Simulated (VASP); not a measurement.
**S: single point with PBE+D3(BJ)**

Molecule: S, in a box.

```
S
1.0
    15.00000    0.00000    0.00000
     0.00000   15.50000    0.00000
     0.00000    0.00000   16.00000
S
1
Direct
  0.50000 0.50000 0.50000
```

```json
{
  "Program": "VASP 6.6.1",
  "Task": "single point",
  "Functional": "PBE",
  "Dispersion": "D3(BJ)",
  "Potentials or basis": "VASP PAW PBE potentials, release 64 (S)",
  "Cutoff": "520 eV",
  "k mesh": "1 × 1 × 1",
  "Occupations": "gaussian, width 0.005 eV",
  "Spin": "collinear spin, ferromagnetic start",
  "Starting moments": "[2.0] μB",
  "Dipole correction": "no",
  "Further INCAR settings": "ALGO = Normal; EDIFF = 1e-06; NBANDS = 13; ISYM = 0"
}
```

```json
{
  "Gap between the frontier levels": "zero (filled and empty bands touch)",
  "Net moment": "2.00 μB per cell",
  "Site moments": "S +1.12 μB",
  "Valence electrons inside the program's atomic spheres": "S 3.49",
  "Dispersion energy per atom": "0.000 eV"
}
```

Levels at points of the mesh, in eV from the Fermi level:
Spin up:
| k point | band 2 | band 3 | band 4 | band 5 | band 6 | band 7 |
| --- | --- | --- | --- | --- | --- | --- |
| (0.00, 0.00, 0.00) | -2.10 | -1.41 | -1.41 | 5.56 | 6.24 | 6.43 |
Spin down:
```tsv
k point	band 1	band 2	band 3	band 4	band 5
(0.00, 0.00, 0.00)	-10.01	0.00	0.00	0.43	5.77
```

Wall time 6.8 min on 1 thread of Intel(R) Xeon(R) 6975P-C (Granite Rapids), with other jobs on the host, peak memory 3.4 GiB.
